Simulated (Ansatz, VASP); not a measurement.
## CuO in VASP and in Ansatz

```xyz
2
Lattice="0.0000 2.1166 2.1166 2.1166 0.0000 2.1166 2.1166 2.1166 0.0000" Properties=species:S:1:pos:R:3 pbc="T T T"
Cu    1.9814    1.9843    0.1219
O     2.2518    2.2488    1.9946
```

Alike in both runs: functional PBE; k mesh 11 × 11 × 11; occupations fermi-dirac, width 0.05 eV; no spin polarisation; Hubbard terms Cu d U = 5.3 eV.

```csv
,VASP,Ansatz
version,VASP 6.6.1,Ansatz 0.2.0
potentials or method,"VASP PAW PBE potentials, release 64 (Cu, O)",Ansatz PAW
plane-wave cutoff (eV),520,420
valence electrons in the cell,17,25
task,single point,band structure
```

```csv
,VASP,Ansatz,Ansatz less VASP
gap on the k mesh at the Fermi level (eV),none,none,-
pressure (GPa),13.4,21.3,+7.91
"traceless stress, the component that is largest in VASP (GPa)",-3.51,-5.01,-1.499
rms of the force components (eV/Å),0.545,0.732,+0.1865
```

The programs project onto different local orbitals, so the same U acts differently, and such runs can settle in different states. Atom by atom the forces differ by 0.187 eV/Å (rms over components). A gap of «none» marks a metal or a gap that the smearing closes. VASP's potentials hold 17 valence electrons a cell and Ansatz's 25, so a difference there can come from the potentials and not from the codes.
